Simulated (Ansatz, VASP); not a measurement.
**Zn in VASP and in Ansatz**

```
Zn
1.0
    -1.72598    1.72598    1.30231
     1.72598   -1.72598    1.30231
     1.72598    1.72598   -1.30231
Zn
1
Direct
  0.00000 0.00000 0.00000
```

Alike in both runs: functional PBE; k mesh 20 × 20 × 20; occupations gaussian, width 0.1 eV; no spin polarisation.

Ansatz relaxed the structure, and its values are those at the end. VASP's run is a single point on that final structure, the one shown.

|  | VASP | Ansatz |
| --- | --- | --- |
| version | VASP 6.6.1 | Ansatz 0.2.0 |
| potentials or method | VASP PAW PBE potentials, release 64 (Zn), cutoff 520 eV | scalar-relativistic, plane waves, PAW |
| valence electrons in the cell | 12 | 12 |

VASP gave:

| Item | Value |
| --- | --- |
| gap on the k mesh at the Fermi level (eV) | none |
| pressure (GPa) | 0.4 |

Estimate Ansatz's values.

gap on the k mesh at the Fermi level (eV): none; pressure (GPa): 0.0.

A gap of «none» marks a metal or a gap that the smearing closes.
